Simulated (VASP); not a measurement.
# TiB2 in VASP: further runs, part 3 of 3

VASP 6.6.1. The steps go on from the part before.

**5. Single point, PBEsol (equal xx and yy strain of +1 %)**

Contents of INCAR:

```
PREC = Accurate
ENCUT = 520
EDIFF = 1E-7
ISMEAR = -1
SIGMA = 0.08
LREAL = False
LASPH = True
NELM = 60
ALGO = Normal
ISIF = 2
LWAVE = False
LCHARG = False
GGA = PS
NBANDS = 16
```

Contents of KPOINTS:

```
Automatic mesh
0
Gamma
  15 15 13
```

Contents of POSCAR:

```
TiB2
1.0
    3.0594901836      0.0000000000      0.0000000000
   -1.5297450918      2.6495962217      0.0000000000
    0.0000000000      0.0000000000      3.2284000000
Ti B
1 2
Direct
    0.0000000000      0.0000000000      0.0000000000
    0.3333333333      0.6666666667      0.5000000000
    0.6666666667      0.3333333333      0.5000000000
```

Potentials or basis: VASP PAW PBE potentials, release 64 (Ti_sv, B).

Started as:

```console
$ cat potpaw_PBE.64/Ti_sv/POTCAR potpaw_PBE.64/B/POTCAR > POTCAR
$ mpirun -np 1 vasp_std > vasp.out
```

OUTCAR:

```text
PREC = Accurate
   ENCUT = 520
   EDIFF = 1E-7
   ISMEAR = -1
   LREAL = False
   LASPH = True
   NELM = 60
   ISIF = 2
   GGA = PS

 ion  position               nearest neighbor table
   1  0.000  0.000  0.000-   2 2.39   3 2.39   2 2.39   3 2.39   3 2.39   3 2.39   2 2.39   2 2.39
                             3 2.39   3 2.39   2 2.39   2 2.39
   2  0.333  0.667  0.500-   3 1.77   3 1.77   3 1.77   1 2.39   1 2.39   1 2.39   1 2.39   1 2.39
                             1 2.39
   3  0.667  0.333  0.500-   2 1.77   2 1.77   2 1.77   1 2.39   1 2.39   1 2.39   1 2.39   1 2.39
                             1 2.39

  LATTYP: Found a hexagonal cell.
 ALAT       =     3.0594901836
 C/A-ratio  =     1.0552084845

  Lattice vectors:

 A1 = (   3.0594901836,   0.0000000000,   0.0000000000)
 A2 = (  -1.5297450918,   2.6495962217,   0.0000000000)
 A3 = (   0.0000000000,   0.0000000000,   3.2284000000)

Analysis of symmetry for initial positions (statically):
=====================================================================
 Subroutine PRICEL returns:
 Original cell was already a primitive cell.

 Routine SETGRP: Setting up the symmetry group for a
 hexagonal supercell.

 Subroutine GETGRP returns: Found 24 space group operations
 (whereof 24 operations were pure point group operations)
 out of a pool of 24 trial point group operations.

The static configuration has the point symmetry D_6h.

Analysis of symmetry for dynamics (positions and initial velocities):
=====================================================================
 Subroutine PRICEL returns:
 Original cell was already a primitive cell.

 Routine SETGRP: Setting up the symmetry group for a
 hexagonal supercell.

 Subroutine GETGRP returns: Found 24 space group operations
 (whereof 24 operations were pure point group operations)
 out of a pool of 24 trial point group operations.

The dynamic configuration has the point symmetry D_6h.

 Subroutine INISYM returns: Found 24 space group operations
 (whereof 24 operations are pure point group operations),
 and found     1 'primitive' translations

----------------------------------------------------------------------------------------

                                     Primitive cell

  volume of cell :      26.1707

  direct lattice vectors                    reciprocal lattice vectors
     3.059490184  0.000000000  0.000000000     0.326851841  0.188707999  0.000000000
    -1.529745092  2.649596222  0.000000000     0.000000000  0.377415997  0.000000000
     0.000000000  0.000000000  3.228400000     0.000000000  0.000000000  0.309750960

  length of vectors
     3.059490184  3.059490184  3.228400000     0.377415997  0.377415997  0.309750960

  position of ions in fractional coordinates (direct lattice)
     0.000000000  0.000000000  0.000000000
     0.333333333  0.666666667  0.500000000
     0.666666667  0.333333333  0.500000000

  ion indices of the primitive-cell ions
   primitive index   ion index
                 1           1
                 2           2
                 3           3

----------------------------------------------------------------------------------------

 KPOINTS: Automatic mesh

Automatic generation of k-mesh.
 Grid dimensions read from file:
 generate k-points for:   15   15   13

 Generating k-lattice:

  Cartesian coordinates                     Fractional coordinates (reciprocal lattice)
     0.021790123  0.012580533  0.000000000     0.066666667  0.000000000  0.000000000
     0.000000000  0.025161066  0.000000000     0.000000000  0.066666667  0.000000000
     0.000000000  0.000000000  0.023826997     0.000000000  0.000000000  0.076923077

  Length of vectors
     0.025161066  0.025161066  0.023826997

  Shift w.r.t. Gamma in fractional coordinates (k-lattice)
     0.000000000  0.000000000  0.000000000

 Subroutine IBZKPT returns following result:
 ===========================================

 Found    189 irreducible k-points:

 Following reciprocal coordinates:
            Coordinates               Weight
  0.000000  0.000000  0.000000      1.000000
  0.066667 -0.000000  0.000000      6.000000
  0.133333 -0.000000  0.000000      6.000000
  0.200000 -0.000000  0.000000      6.000000
  0.266667 -0.000000  0.000000      6.000000
  0.333333  0.000000  0.000000      6.000000
[... 16 lines left out ...]
  0.333333  0.200000  0.000000     12.000000
  0.400000  0.200000  0.000000      6.000000
 [... further k-points ...]
   k-points           NKPTS =    189   k-points in BZ     NKDIM =    189   number of bands    NBANDS=     16
   number of dos      NEDOS =    301   number of ions     NIONS =      3
   total plane-waves  NPLWV =  13824
   dimension x,y,z NGX =    24 NGY =   24 NGZ =   24
   dimension x,y,z NGXF=    48 NGYF=   48 NGZF=   48
   ions per type =               1   2
   NGX,Y,Z   is equivalent  to a cutoff of  13.04, 13.04, 12.36 a.u.
   NGXF,Y,Z  is equivalent  to a cutoff of  26.08, 26.08, 24.72 a.u.
 SYSTEM =  unknown system
   PREC   = accura    normal or accurate (medium, high low for compatibility)
   ISTART =      0    job   : 0-new  1-cont  2-samecut
   ICHARG =      2    charge: 1-file 2-atom 10-const
   ISPIN  =      1    spin polarized calculation?
   LNONCOLLINEAR =      F non collinear calculations
   LSORBIT =      F    spin-orbit coupling
   LASPH  =      T    aspherical Exc in radial PAW
   ENCUT  =  520.0 eV  38.22 Ry    6.18 a.u.   5.69  5.69  6.00*2*pi/ulx,y,z
   NELM   =     60;   NELMIN=  2; NELMDL= -5     # of ELM steps
   EDIFF  = 0.1E-06   stopping-criterion for ELM
   LREAL  =      F    real-space projection
   EDIFFG = 0.1E-05   stopping-criterion for IOM
   NSW    =      0    number of steps for IOM
   IBRION =     -1    ionic relax: 0-MD 1-quasi-New 2-CG
   NFREE  =      0    steps in history (QN), initial steepest desc. (CG)
   ISIF   =      2    stress and relaxation
   ISYM   =      2    0-nonsym 1-usesym 2-fastsym
   POTIM  = 0.5000    time-step for ionic-motion
   TEBEG  =    0.0;   TEEND  =   0.0 temperature during run
   PSTRESS=    0.0 pullay stress
   NELECT =      18.0000    total number of electrons
   NUPDOWN=      -1.0000    fix difference up-down
   EMIN   =  10.00;   EMAX   =-10.00  energy-range for DOS
   EFERMI =   0.00;   METHOD = LEGACY
   ISMEAR =    -1;   SIGMA  =   0.08  broadening in eV -4-tet -1-fermi 0-gaus
   EFERMI_NEDOS =   21; number of points for ismear=-14 and -15
   IALGO  =     38    algorithm
   IMIX   =      4    mixing-type and parameters
     AMIX     =   0.40;   BMIX     =  1.00
     AMIX_MAG =   1.60;   BMIX_MAG =  1.00
  volume/ion in A,a.u.               =       8.72        58.87
  Fermi-wavevector in a.u.,A,eV,Ry     =   1.445086  2.730816 28.412679  2.088273
  Thomas-Fermi vector in A             =   2.563308
   LORBIT       =      0    0 simple, 1 ext, 2 COOP (PROOUT), +10 PAW based schemes
   GGA     = PS    functional components
   LHFCALC =     F    Hartree Fock is set to
   AEXX    =    0.0000 exact exchange contribution
   IVDW    =     0    specifies the selected vdW correction
   LEPSILON=     F    determine dielectric tensor
   LRPA    =     F    only Hartree local field effects (RPA)
 non-spin polarized calculation
  energy-cutoff  :      520.00
  volume of cell :       26.17
 maximum number of plane-waves:       721
 NGX is ok and might be reduce to    24
   NGX = 11   NGY = 11   NGZ = 13

 number of electron      17.9999999 magnetization

 Free energy of the ion-electron system (eV)
  ---------------------------------------------------
  ext. energy  EPLUGINS =         0.00000000
  ---------------------------------------------------
  free energy    TOTEN  =       -25.76396958 eV

  energy without entropy =      -25.75561017  energy(sigma->0) =      -25.75978988

 E-fermi :   9.6987     XC(G=0): -12.7784

 val. band max:        9.6483420468   @ k =   0.1333   0.1333   0.2308
 cond. band min:       9.7023962577   @ k =   0.2667   0.2000   0.0000
 fundamental gap:      0.0540542109
 Fermi energy:         9.6986881790

 k-point     1 :       0.0000    0.0000    0.0000
  band No.  band energies     occupation
      1     -47.0418      2.00000
      2     -23.4896      2.00000
      3     -23.1970      2.00000
      4     -23.1970      2.00000
      5      -3.6544      2.00000
      6       7.0779      2.00000
[... 8 lines left out ...]
     15      15.2929      0.00000
     16      16.3355      0.00000
[... 419 lines left out ...]
 k-point    24 :       0.4000    0.2000    0.0000
  band No.  band energies     occupation
      1     -46.9885      2.00000
      2     -23.5266      2.00000
      3     -23.4215      2.00000
      4     -23.3662      2.00000
      5       0.8579      2.00000
      6       0.9895      2.00000
[... 8 lines left out ...]
     15      18.3646      0.00000
     16      19.3708      0.00000

 [... further k-points ...]
[... 5 lines left out ...]
  --------------------------------------------------------------------------------------
  -------------------------------------------------------------------------------------
  Total       -1.7260774     -1.7260774     -1.3831237      0.0000000      0.0000000     -0.0000000
  in kB     -105.6707384   -105.6707384    -84.6750568      0.0000000      0.0000000     -0.0000000
  external PRESSURE =     -98.6721779 kB  Pullay stress =       0.0000000 kB

 VOLUME and BASIS-vectors are now :
 -----------------------------------------------------------------------------
  energy-cutoff  :      520.00
  volume of cell :       26.17
      direct lattice vectors                 reciprocal lattice vectors
     3.059490184  0.000000000  0.000000000     0.326851841  0.188707999  0.000000000
    -1.529745092  2.649596222  0.000000000     0.000000000  0.377415997  0.000000000
     0.000000000  0.000000000  3.228400000     0.000000000  0.000000000  0.309750960

 POSITION                                       TOTAL-FORCE (eV/Angst)
 -----------------------------------------------------------------------------------
      0.00000      0.00000      0.00000         0.000000      0.000000      0.000000
     -0.00000      1.76640      1.61420        -0.000000      0.000000      0.000000
      1.52975      0.88320      1.61420         0.000000     -0.000000      0.000000
 -----------------------------------------------------------------------------------
    total drift:                               -0.000000      0.000000      0.000000

  FREE ENERGIE OF THE ION-ELECTRON SYSTEM (eV)
  ---------------------------------------------------
  free  energy   TOTEN  =       -25.7639695777 eV

  energy  without entropy=      -25.7556101733  energy(sigma->0) =      -25.75978988
```

stdout:

```text
POSCAR found type information on POSCAR TiB
 POSCAR found :  2 types and       3 ions
 scaLAPACK will be used
 -----------------------------------------------------------------------------
|                                                                             |
|                                                                             |
|     You enforced a specific xc type in the INCAR file but a different       |
|     I HOPE YOU KNOW WHAT YOU ARE DOING!                                     |
|                                                                             |
 -----------------------------------------------------------------------------

 LDA part: xc-table for (Slater+PW92), standard interpolation
 POSCAR, INCAR and KPOINTS ok, starting setup
 FFT: planning ... GRIDC
 FFT: planning ... GRID_SOFT
 FFT: planning ... GRID
 WAVECAR not read
 entering main loop
```

Run time: 97 s. Hardware: 1 thread of Intel Xeon 8259CL, shared host; peak memory 0.2 GiB.

What came out:

| Quantity | Value |
| --- | --- |
| Free energy | -25.7640 eV |
| Pressure | -9.9 GPa |
| Band gap on the k mesh | zero (bands 9 and 10 overlap by 0.50 eV) |

Levels at points of the mesh, in eV from the Fermi level:
```csv
k point,band 6,band 7,band 8,band 9,band 10,band 11,band 12,band 13
"(0.00, 0.00, 0.00)",-2.62,-2.62,-2.19,-2.08,1.84,1.84,3.64,3.64
```

Caveat: the cell differs from its parent crystal (equal xx and yy strain of +1 %); the cell stands under tension; the PAW data sets were made with another functional, which shifts forces and pressure a little.

**6. The runs side by side**

```tsv
cell	gap on the mesh (eV)	pressure (GPa)	largest force (eV/Å)
a = 3.029, b = 3.042, c = 3.228 Å, angles 90.2, 90.6, 120.4°, 3 atoms	none	-4.7	0.04
a = 3.029, b = 3.016, c = 3.228 Å, angles 89.8, 89.4, 119.6°, 3 atoms	none	-4.6	0.04
a = 2.969, b = 2.969, c = 3.228 Å, angles 90.0, 90.0, 120.0°, 3 atoms	none	6.9	-
a = 3.059, b = 3.059, c = 3.228 Å, angles 90.0, 90.0, 120.0°, 3 atoms	none	-9.9	-
```

Alike in all rows: task single point; level PBEsol; potentials or basis VASP PAW PBE potentials, release 64 (Ti_sv, B); no spin polarisation; k mesh 15 × 15 × 13; cutoff (eV) 520; smearing fermi-dirac 0.08 eV.

Caveats: the PAW data sets were made with another functional, which shifts forces and pressure a little; the cell stands under tension (at least some runs); the cell stands under pressure (at least some runs).

Absolute energies hang on the potentials; compare differences alone.
